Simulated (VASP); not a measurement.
# TiO2 (P4_2nm) in VASP: notebook, part 2 of 2

VASP 6.6.1. The steps go on from the part before.

## (3) Single point, r2SCAN+U (atoms displaced along a vibrational mode)

Input file POSCAR:

```
TiO2
1.0
    4.5973635523      0.0000000000      0.0000000000
    0.0000000000      4.5973635523      0.0000000000
    0.0000000000      0.0000000000      2.9928841877
Ti O
2 4
Direct
    0.0000000000      0.0000000000      0.0279194415
    0.5000000000      0.5000000000      0.5279194415
    0.3051400959      0.3051400959     -0.0417657324
    0.1948599041      0.8051400959      0.4582342676
    0.6948599041      0.6948599041     -0.0417657324
    0.8051400959      0.1948599041      0.4582342676
```

Input file INCAR.step1:

```
SYSTEM = TiO2
  ALGO = Normal
  EDIFF = 1E-4
  ENCUT = 520
  GGA = PE
  ISMEAR = 0
  LASPH = .TRUE.
  LCHARG = .FALSE.
  LDAU = .TRUE.
  LDAUJ = 0 0
  LDAUL = 2 -1
  LDAUTYPE = 2
  LDAUU = 4 0
  LMAXMIX = 4
  LREAL = .FALSE.
  LWAVE = .TRUE.
  NBANDS = 33
  NELM = 150
  PREC = Accurate
  SIGMA = 0.05
```

Input file INCAR.step2:

```
SYSTEM = TiO2
  ALGO = Normal
  EDIFF = 1E-7
  ENCUT = 520
  ISIF = 2
  ISMEAR = 0
  ISTART = 1
  LASPH = .TRUE.
  LCHARG = .FALSE.
  LDAU = .TRUE.
  LDAUJ = 0 0
  LDAUL = 2 -1
  LDAUPRINT = 1
  LDAUTYPE = 2
  LDAUU = 4 0
  LMAXMIX = 4
  LMIXTAU = .TRUE.
  LREAL = .FALSE.
  LWAVE = .FALSE.
  METAGGA = R2SCAN
  NBANDS = 33
  NELM = 150
  PREC = Accurate
  SIGMA = 0.05
```

Input file KPOINTS:

```
k-points
0
G
  6 6 8
  0 0 0
```

Potentials or basis: VASP PAW PBE potentials, release 64 (Ti_sv, O).

On the command line:

```
> cat potpaw_PBE.64/Ti_sv/POTCAR potpaw_PBE.64/O/POTCAR > POTCAR
> cp INCAR.step1 INCAR
> mpirun -np 1 vasp_std > vasp.out
> cp INCAR.step2 INCAR
> mpirun -np 1 vasp_std > vasp.out
```

OUTCAR:

```text
SYSTEM = TiO2
   EDIFF = 1E-7
   ENCUT = 520
   ISIF = 2
   ISMEAR = 0
   ISTART = 1
   LASPH = .TRUE.
   LREAL = .FALSE.
   METAGGA = R2SCAN
   NELM = 150
   PREC = Accurate

 ion  position               nearest neighbor table
   1  0.000  0.000  0.028-   4 1.81   6 1.81   5 1.99   3 1.99   4 2.12   6 2.12
   2  0.500  0.500  0.528-   3 1.81   5 1.81   4 1.99   6 1.99   3 2.12   5 2.12
   3  0.305  0.305  0.958-   2 1.81   1 1.99   2 2.12
   4  0.195  0.805  0.458-   1 1.81   2 1.99   1 2.12
   5  0.695  0.695  0.958-   2 1.81   1 1.99   2 2.12
   6  0.805  0.195  0.458-   1 1.81   2 1.99   1 2.12

  LATTYP: Found a simple tetragonal cell.
 ALAT       =     4.5973635523
 C/A-ratio  =     0.6510001121

  Lattice vectors:

 A1 = (   4.5973635523,   0.0000000000,   0.0000000000)
 A2 = (   0.0000000000,   4.5973635523,   0.0000000000)
 A3 = (   0.0000000000,   0.0000000000,   2.9928841877)

Analysis of symmetry for initial positions (statically):
=====================================================================
 Subroutine PRICEL returns:
[... 255 lines left out ...]
 cond. band min:       7.7706334839   @ k =   0.5000   0.1667   0.5000
 fundamental gap:      3.2523013784
 Fermi energy:         4.8440387878

 k-point     1 :       0.0000    0.0000    0.0000
  band No.  band energies     occupation
      1     -55.2554      2.00000
      2     -55.2391      2.00000
      3     -30.5012      2.00000
      4     -30.5012      2.00000
      5     -30.3386      2.00000
      6     -30.3110      2.00000
[... 853 lines left out ...]
     32       9.9638      0.00000
     33      12.0534      0.00000

 [... further k-points ...]

------------------------ aborting loop because EDIFF is reached ----------------------------------------

  FORCE on cell =-STRESS in cart. coord.  units (eV):
  Direction    XX          YY          ZZ          XY          YZ          ZX
  --------------------------------------------------------------------------------------
  -------------------------------------------------------------------------------------
  Total        4.0783817      4.0783817      5.8511587      0.0000000      0.0000000      0.0000000
  in kB      103.2977460    103.2977460    148.1988558      0.0000000      0.0000000      0.0000000
  external PRESSURE =     118.2647826 kB  Pullay stress =       0.0000000 kB

 VOLUME and BASIS-vectors are now :
 -----------------------------------------------------------------------------
  energy-cutoff  :      520.00
  volume of cell :       63.26
      direct lattice vectors                 reciprocal lattice vectors
     4.597363552  0.000000000  0.000000000     0.217515972  0.000000000  0.000000000
     0.000000000  4.597363552  0.000000000     0.000000000  0.217515972  0.000000000
     0.000000000  0.000000000  2.992884188     0.000000000  0.000000000  0.334125859

 POSITION                                       TOTAL-FORCE (eV/Angst)
 -----------------------------------------------------------------------------------
      0.00000      0.00000      0.08356         0.000000     -0.000000     -2.398797
      2.29868      2.29868      1.58000         0.000000     -0.000000     -2.398797
      1.40284      1.40284      2.86788        -0.654562     -0.654562      1.199398
      0.89584      3.70152      1.37144         0.654562     -0.654562      1.199398
      3.19452      3.19452      2.86788         0.654562      0.654562      1.199398
      3.70152      0.89584      1.37144        -0.654562      0.654562      1.199398
 -----------------------------------------------------------------------------------
    total drift:                               -0.000000      0.000000      0.002646

  FREE ENERGIE OF THE ION-ELECTRON SYSTEM (eV)
  ---------------------------------------------------
  free  energy   TOTEN  =       -64.2825287543 eV

  energy  without entropy=      -64.2825287543  energy(sigma->0) =      -64.28252875
```

It took 4.7 min on 1 thread of Intel Xeon Platinum 8259CL at 2.50GHz (Skylake/Cascade Lake), shared host; peak memory 0.22 GiB.

Results:

```
Free energy            : -64.2825 eV
Pressure               : 11.8 GPa
Largest force          : 2.399 eV/Å
Band gap on the k mesh : 3.25 eV (least direct gap 3.61 eV)
```

Forces on the atoms (eV/Å):
```
Ti   0.000  0.000 -2.399
Ti   0.000  0.000 -2.399
O   -0.655 -0.655  1.199
O    0.655 -0.655  1.199
O    0.655  0.655  1.199
O   -0.655  0.655  1.199
```

Stress tensor (GPa, compression positive):
```
10.33  0.00  0.00
 0.00 10.33  0.00
 0.00  0.00 14.82
```

Eigenvalues of the final occupation matrices:
```csv
site,spin,trace,eigenvalues
site 1 d,1,0.81,0.09 0.10 0.10 0.23 0.28
site 1 d,2,0.81,0.09 0.10 0.10 0.23 0.28
site 2 d,1,0.81,0.09 0.10 0.10 0.23 0.28
site 2 d,2,0.81,0.09 0.10 0.10 0.23 0.28
```

Caveat: the cell differs from its parent crystal (atoms displaced along a vibrational mode); the cell stands under pressure; the PAW data sets were made with another functional, which shifts forces and pressure a little. A k mesh can miss the band edges.
